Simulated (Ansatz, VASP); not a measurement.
**Two plane-wave programs on ZnO**

```
Zn O
1.0
     3.17545    0.00000    0.00000
    -1.58772    2.75002    0.00000
     0.00000    0.00000    5.39921
Zn O
2 2
Direct
  0.33333 0.66667 0.00158
  0.66667 0.33333 0.50158
  0.33333 0.66667 0.35036
  0.66667 0.33333 0.85036
```

Alike in both runs: task single point; functional PBEsol; k mesh 9 × 9 × 6; occupations gaussian, width 0.05 eV; no spin polarisation.

|  | VASP | Ansatz |
| --- | --- | --- |
| version | VASP 6.6.1 | Ansatz 0.2.0 |
| potentials or method | VASP PAW PBE potentials, release 64 (Zn, O), cutoff 520 eV | scalar-relativistic, plane waves, PAW |
| valence electrons in the cell | 36 | 36 |

Ansatz gave:

```
gap on the k mesh at the Fermi level (eV)                     : 0.69
least direct gap on the mesh (eV)                             : 0.69
pressure (GPa)                                                : -0.2
traceless stress, the component that is largest in VASP (GPa) : 2.56
rms of the force components (eV/Å)                            : 0.496
```

Question: Estimate VASP's values.

Answer: gap on the k mesh at the Fermi level (eV): 0.68; least direct gap on the mesh (eV): 0.68; pressure (GPa): 0.7; traceless stress, the component that is largest in VASP (GPa): 2.93; rms of the force components (eV/Å): 0.510.

VASP's potentials were made for PBE, not for PBEsol, and Ansatz warns of the same on its side. Atom by atom the forces differ by 0.014 eV/Å (rms over components).
